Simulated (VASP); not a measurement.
# ZnS (I-4m2) in VASP: further runs

The runs below take ZnS through single point, with r2SCAN.

Program: VASP 6.6.1. These are calculated values, not measurements. Logs are shortened: lines on timing, memory, paths and dates and some standing lists are left out, and cuts for length are marked.

**1. The cell of the first run**

The structure is tetragonal, space group I-4m2 (No. 119). The conventional cell has a = 3.825 Å, b = 3.825 Å, c = 5.274 Å, α = 90.00°, β = 90.00°, γ = 90.00°. Within 3.1 Å of Zn (site symmetry -4m2) lie 4 S at 2.32 Å. Within 3.1 Å of S (site symmetry -4m2) lie 4 Zn at 2.32 Å.

**2. Single point, r2SCAN (strain -0.0250 x Voigt [1, 0, 0, 0, 0, 0])**

POSCAR

```
ZnS
1.0
    0.0000000000      2.7046500000      2.7046500000
    2.6370337500      0.0000000000      2.7046500000
    2.6370337500      2.7046500000      0.0000000000
Zn S
1 1
Direct
    0.0000000000      0.0000000000      0.0000000000
    0.7500000000      0.7500000000      0.7500000000
```

INCAR.step1

```
  PREC = Accurate
  ENCUT = 520
  ISMEAR = 0
  SIGMA = 0.05
  LREAL = False
  LASPH = True
  NELM = 60
  NBANDS = 16
  GGA = PE
  ALGO = Normal
  EDIFF = 1E-4
  LWAVE = True
  LCHARG = False
```

INCAR.step2

```
  PREC = Accurate
  ENCUT = 520
  EDIFF = 1E-7
  ISMEAR = 0
  SIGMA = 0.05
  LREAL = False
  LASPH = True
  NELM = 60
  ALGO = Normal
  ISIF = 2
  LWAVE = False
  LCHARG = False
  METAGGA = R2SCAN
  LMIXTAU = True
  NBANDS = 16
  ISTART = 1
```

KPOINTS

```
Automatic mesh
0
Gamma
  8 8 8
```

Potentials or basis: VASP PAW PBE potentials, release 64 (Zn, S).

Started as:

```console
cat potpaw_PBE.64/Zn/POTCAR potpaw_PBE.64/S/POTCAR > POTCAR
cp INCAR.step1 INCAR
mpirun -np 1 vasp_std > vasp.out
cp INCAR.step2 INCAR
mpirun -np 1 vasp_std > vasp.out
```

OUTCAR:

```text
PREC = Accurate
   ENCUT = 520
   EDIFF = 1E-7
   ISMEAR = 0
   LREAL = False
   LASPH = True
   NELM = 60
   ISIF = 2
   METAGGA = R2SCAN
   ISTART = 1

 ion  position               nearest neighbor table
   1  0.000  0.000  0.000-   2 2.32   2 2.32   2 2.32   2 2.32
   2  0.750  0.750  0.750-   1 2.32   1 2.32   1 2.32   1 2.32

  LATTYP: Found a body centered tetragonal cell.
 ALAT       =     3.8249527115
 C/A-ratio  =     1.3788582233

  Lattice vectors:

 A1 = (  -2.6370337500,   0.0000000000,  -2.7046500000)
 A2 = (  -2.6370337500,   0.0000000000,   2.7046500000)
 A3 = (   2.6370337500,   2.7046500000,   0.0000000000)

Analysis of symmetry for initial positions (statically):
=====================================================================
 Subroutine PRICEL returns:
 Original cell was already a primitive cell.

 Routine SETGRP: Setting up the symmetry group for a
 body centered tetragonal supercell.

 Subroutine GETGRP returns: Found  8 space group operations
 (whereof  8 operations were pure point group operations)
 out of a pool of 16 trial point group operations.

The static configuration has the point symmetry D_2d.

Analysis of symmetry for dynamics (positions and initial velocities):
=====================================================================
 Subroutine PRICEL returns:
 Original cell was already a primitive cell.

 Routine SETGRP: Setting up the symmetry group for a
 body centered tetragonal supercell.

 Subroutine GETGRP returns: Found  8 space group operations
 (whereof  8 operations were pure point group operations)
 out of a pool of 16 trial point group operations.

The dynamic configuration has the point symmetry D_2d.

 Subroutine INISYM returns: Found  8 space group operations
 (whereof  8 operations are pure point group operations),
 and found     1 'primitive' translations

----------------------------------------------------------------------------------------

                                     Primitive cell

  volume of cell :      38.5805

  direct lattice vectors                    reciprocal lattice vectors
     0.000000000  2.704650000  2.704650000    -0.189606978  0.184866803  0.184866803
     2.637033750  0.000000000  2.704650000     0.189606978 -0.184866803  0.184866803
     2.637033750  2.704650000  0.000000000     0.189606978  0.184866803 -0.184866803

  length of vectors
     3.824952711  3.777443397  3.777443397     0.322958629  0.322958629  0.322958629

  position of ions in fractional coordinates (direct lattice)
[... 74 lines left out ...]
   LNONCOLLINEAR =      F non collinear calculations
   LSORBIT =      F    spin-orbit coupling
   LASPH  =      T    aspherical Exc in radial PAW
   ENCUT  =  520.0 eV  38.22 Ry    6.18 a.u.   7.11  7.02  7.02*2*pi/ulx,y,z
   NELM   =     60;   NELMIN=  2; NELMDL=  0     # of ELM steps
   EDIFF  = 0.1E-06   stopping-criterion for ELM
   LREAL  =      F    real-space projection
   EDIFFG = 0.1E-05   stopping-criterion for IOM
   NSW    =      0    number of steps for IOM
   IBRION =     -1    ionic relax: 0-MD 1-quasi-New 2-CG
   NFREE  =      0    steps in history (QN), initial steepest desc. (CG)
   ISIF   =      2    stress and relaxation
   ISYM   =      2    0-nonsym 1-usesym 2-fastsym
   POTIM  = 0.5000    time-step for ionic-motion
   TEBEG  =    0.0;   TEEND  =   0.0 temperature during run
   PSTRESS=    0.0 pullay stress
   NELECT =      18.0000    total number of electrons
   NUPDOWN=      -1.0000    fix difference up-down
   EMIN   =  10.00;   EMAX   =-10.00  energy-range for DOS
   EFERMI =   0.00;   METHOD = LEGACY
   ISMEAR =     0;   SIGMA  =   0.05  broadening in eV -4-tet -1-fermi 0-gaus
   EFERMI_NEDOS =   21; number of points for ismear=-14 and -15
   IALGO  =     38    algorithm
   IMIX   =      4    mixing-type and parameters
     AMIX     =   0.40;   BMIX     =  1.00
     AMIX_MAG =   1.60;   BMIX_MAG =  1.00
  volume/ion in A,a.u.               =      19.29       130.18
  Fermi-wavevector in a.u.,A,eV,Ry     =   1.269725  2.399433 21.935339  1.612202
  Thomas-Fermi vector in A             =   2.402751
   LORBIT       =      0    0 simple, 1 ext, 2 COOP (PROOUT), +10 PAW based schemes
   METAGGA = R2SCAN    functional components
   LHFCALC =     F    Hartree Fock is set to
   AEXX    =    0.0000 exact exchange contribution
   IVDW    =     0    specifies the selected vdW correction
   LEPSILON=     F    determine dielectric tensor
   LRPA    =     F    only Hartree local field effects (RPA)
 non-spin polarized calculation
 Gauss-broadening in eV      SIGMA  =   0.05
  energy-cutoff  :      520.00
  volume of cell :       38.58
 maximum number of plane-waves:      1050
   NGX = 15   NGY = 13   NGZ = 13

 number of electron      18.0000016 magnetization

 Free energy of the ion-electron system (eV)
  ---------------------------------------------------
  ext. energy  EPLUGINS =         0.00000000
  ---------------------------------------------------
  free energy    TOTEN  =       -18.86231905 eV

  energy without entropy =      -18.86231905  energy(sigma->0) =      -18.86231905

 E-fermi :   2.3126     XC(G=0): -10.3984

 val. band max:        2.1017824045   @ k =   0.0000   0.0000   0.0000
 cond. band min:       4.8213921170   @ k =   0.0000   0.0000   0.0000
 fundamental gap:      2.7196097126
 Fermi energy:         2.3125524034

 k-point     1 :       0.0000    0.0000    0.0000
  band No.  band energies     occupation
      1     -11.7939      2.00000
      2      -4.5520      2.00000
      3      -4.5519      2.00000
      4      -4.5373      2.00000
      5      -3.9764      2.00000
      6      -3.9694      2.00000
[... 433 lines left out ...]
      3      -4.4400      2.00000
      4      -4.4116      2.00000
      5      -3.9885      2.00000
      6      -3.9480      2.00000
[... 8 lines left out ...]
     15      15.0399      0.00000
     16      16.3128      0.00000

 [... further k-points ...]
[... 5 lines left out ...]
  --------------------------------------------------------------------------------------
  -------------------------------------------------------------------------------------
  Total        0.4443440      0.2014604      0.2014604      0.0000000      0.0000000     -0.0000000
  in kB       18.4527920      8.3662826      8.3662826      0.0000000      0.0000000     -0.0000000
  external PRESSURE =      11.7284524 kB  Pullay stress =       0.0000000 kB

 VOLUME and BASIS-vectors are now :
 -----------------------------------------------------------------------------
  energy-cutoff  :      520.00
  volume of cell :       38.58
      direct lattice vectors                 reciprocal lattice vectors
     0.000000000  2.704650000  2.704650000    -0.189606978  0.184866803  0.184866803
     2.637033750  0.000000000  2.704650000     0.189606978 -0.184866803  0.184866803
     2.637033750  2.704650000  0.000000000     0.189606978  0.184866803 -0.184866803

 POSITION                                       TOTAL-FORCE (eV/Angst)
 -----------------------------------------------------------------------------------
      0.00000      0.00000      0.00000        -0.000000     -0.000000     -0.000000
      3.95555      4.05697      4.05697         0.000000      0.000000      0.000000
 -----------------------------------------------------------------------------------
    total drift:                               -0.000022     -0.000003     -0.000003

  FREE ENERGIE OF THE ION-ELECTRON SYSTEM (eV)
  ---------------------------------------------------
  free  energy   TOTEN  =       -18.8623190493 eV

  energy  without entropy=      -18.8623190493  energy(sigma->0) =      -18.86231905
```

Run time: 4.3 min. Hardware: 1 thread of Intel Xeon 8259CL, shared host; peak memory 0.19 GiB.

Results:

| Property | Result |
| --- | --- |
| Free energy | -18.8623 eV |
| Pressure | 1.2 GPa |
| Band gap on the k mesh | 2.72 eV |

Caveat: the cell differs from its parent crystal (strain -0.0250 x Voigt [1, 0, 0, 0, 0, 0]); the PAW data sets were made with another functional, which shifts forces and pressure a little.

**3. Single point, r2SCAN (strain +0.0250 x Voigt [1, 0, 0, 0, 0, 0])**

POSCAR

```
ZnS
1.0
    0.0000000000      2.7046500000      2.7046500000
    2.7722662500      0.0000000000      2.7046500000
    2.7722662500      2.7046500000      0.0000000000
Zn S
1 1
Direct
    0.0000000000      0.0000000000      0.0000000000
    0.7500000000      0.7500000000      0.7500000000
```

INCAR.step1

```
SYSTEM = ZnS
PREC     = Accurate       ! precision mode
ENCUT    = 520            ! plane-wave cutoff, eV
ISMEAR   = 0              ! smearing method
SIGMA    = 0.05           ! smearing width, eV
LREAL    = .FALSE.        ! projectors in reciprocal space
LASPH    = .TRUE.         ! aspherical terms in the spheres
NELM     = 80             ! most SCF steps
NBANDS   = 16             ! bands
GGA      = PE             ! functional
ALGO     = Normal         ! electronic algorithm
EDIFF    = 1E-4           ! SCF threshold, eV
LWAVE    = .TRUE.         ! write WAVECAR
LCHARG   = .FALSE.        ! write CHGCAR
```

INCAR.step2

```
SYSTEM = ZnS
PREC     = Accurate       ! precision mode
ENCUT    = 520            ! plane-wave cutoff, eV
EDIFF    = 1E-6           ! SCF threshold, eV
ISMEAR   = 0              ! smearing method
SIGMA    = 0.05           ! smearing width, eV
LREAL    = .FALSE.        ! projectors in reciprocal space
LASPH    = .TRUE.         ! aspherical terms in the spheres
NELM     = 80             ! most SCF steps
ALGO     = Normal         ! electronic algorithm
ISIF     = 2              ! what is computed and relaxed
LWAVE    = .FALSE.        ! write WAVECAR
LCHARG   = .FALSE.        ! write CHGCAR
METAGGA  = R2SCAN         ! meta-GGA
LMIXTAU  = .TRUE.       
NBANDS   = 16             ! bands
ISTART   = 1
```

KPOINTS

```
Automatic mesh
0
G
  8 8 8
  0 0 0
```

Potentials or basis: VASP PAW PBE potentials, release 64 (Zn, S).

Started as:

```console
cat potpaw_PBE.64/Zn/POTCAR potpaw_PBE.64/S/POTCAR > POTCAR
cp INCAR.step1 INCAR
mpirun -np 1 vasp_std > vasp.out
cp INCAR.step2 INCAR
mpirun -np 1 vasp_std > vasp.out
```

Wall time 3.7 min (1 thread of Intel Xeon 8259CL, shared host); peak memory 0.19 GiB.

It converged, with:

```
Free energy            : -18.8523 eV
Pressure               : -2.6 GPa
Band gap on the k mesh : 2.51 eV
```

Stress tensor (GPa, compression positive):
```
-3.34  0.00  0.00
 0.00 -2.20  0.00
 0.00  0.00 -2.20
```

Levels at points of the mesh, in eV from the valence-band top:
| k point | band 7 | band 8 | band 9 | band 10 | band 11 | band 12 |
| --- | --- | --- | --- | --- | --- | --- |
| (0.00, 0.00, 0.00) | -0.09 | 0.00 | 0.00 | 2.51 | 6.89 | 6.89 |
| (0.50, 0.00, 0.00) | -5.23 | -0.95 | -0.81 | 3.72 | 7.29 | 7.49 |
| (0.50, 0.50, 0.00) | -4.48 | -2.28 | -2.22 | 3.72 | 4.37 | 11.61 |
| (0.00, 0.50, 0.50) | -4.63 | -2.12 | -2.12 | 3.85 | 4.62 | 11.33 |

Caveat: the cell differs from its parent crystal (strain +0.0250 x Voigt [1, 0, 0, 0, 0, 0]); the PAW data sets were made with another functional, which shifts forces and pressure a little.

**4. Single point, r2SCAN (strain +0.0500 x Voigt [1, 0, 0, 0, 0, 0])**

POSCAR

```
ZnS
1.0
    0.0000000000      2.7046500000      2.7046500000
    2.8398825000      0.0000000000      2.7046500000
    2.8398825000      2.7046500000      0.0000000000
Zn S
1 1
Direct
    0.0000000000      0.0000000000      0.0000000000
    0.7500000000      0.7500000000      0.7500000000
```

INCAR.step1

```
SYSTEM = ZnS
PREC = Accurate ; ENCUT = 520
ISMEAR = 0 ; SIGMA = 0.05
LREAL = .False. ; LASPH = .True.
NELM = 80 ; NBANDS = 16
GGA = PE ; ALGO = Normal
EDIFF = 1E-4 ; LWAVE = .True.
LCHARG = .False.
```

INCAR.step2

```
SYSTEM = ZnS
PREC = Accurate ; ENCUT = 520
EDIFF = 1E-7 ; ISMEAR = 0
SIGMA = 0.05 ; LREAL = .False.
LASPH = .True. ; NELM = 80
ALGO = Normal ; ISIF = 2
LWAVE = .False. ; LCHARG = .True.
METAGGA = R2SCAN ; LMIXTAU = .True.
LELF = .True. ; LVHAR = .True.
NBANDS = 16 ; ISTART = 1
```

KPOINTS

```
Automatic mesh
0
Gamma
  8 8 8
  0 0 0
```

Started as:

```console
cat potpaw_PBE.64/Zn/POTCAR potpaw_PBE.64/S/POTCAR > POTCAR
cp INCAR.step1 INCAR
mpirun -np 1 vasp_std > vasp.out
cp INCAR.step2 INCAR
mpirun -np 1 vasp_std > vasp.out
```

Run time: 4 min. Hardware: 1 thread of Intel Xeon 8259CL, shared host; peak memory 0.19 GiB.

The run converged. Its results:

| Quantity | Value |
| --- | --- |
| Free energy | -18.8239 eV |
| Pressure | -4.2 GPa |
| Band gap on the k mesh | 2.37 eV |

Stress tensor (GPa, compression positive):
```
-5.79  0.00  0.00
 0.00 -3.35  0.00
 0.00  0.00 -3.35
```

Levels at points of the mesh, in eV from the valence-band top:
```csv
k point,band 7,band 8,band 9,band 10,band 11,band 12
"(0.00, 0.00, 0.00)",-0.19,0.00,0.00,2.37,6.89,6.89
"(0.50, 0.00, 0.00)",-5.10,-1.01,-0.74,3.61,7.20,7.58
"(0.50, 0.50, 0.00)",-4.36,-2.27,-2.18,3.70,4.27,11.46
"(0.00, 0.50, 0.50)",-4.65,-1.98,-1.98,3.95,4.74,10.94
```

Caveat: the cell differs from its parent crystal (strain +0.0500 x Voigt [1, 0, 0, 0, 0, 0]); the cell stands under tension; the PAW data sets were made with another functional, which shifts forces and pressure a little.

**5. The runs side by side**

| cell | gap on the mesh (eV) | pressure (GPa) |
| --- | --- | --- |
| a = 3.825, b = 3.777, c = 3.777 Å, angles 60.8, 59.6, 59.6°, 2 atoms | 2.72 | 1.2 |
| a = 3.825, b = 3.873, c = 3.873 Å, angles 59.2, 60.4, 60.4°, 2 atoms | 2.51 | -2.6 |
| a = 3.825, b = 3.922, c = 3.922 Å, angles 58.4, 60.8, 60.8°, 2 atoms | 2.37 | -4.2 |

Alike in all rows: task single point; level r2SCAN; potentials or basis VASP PAW PBE potentials, release 64 (Zn, S); no spin polarisation; k mesh 8 × 8 × 8; cutoff (eV) 520; smearing gaussian 0.05 eV.

Caveats: the PAW data sets were made with another functional, which shifts forces and pressure a little; the cell stands under tension (at least some runs).

Absolute energies hang on the potentials; compare differences alone.
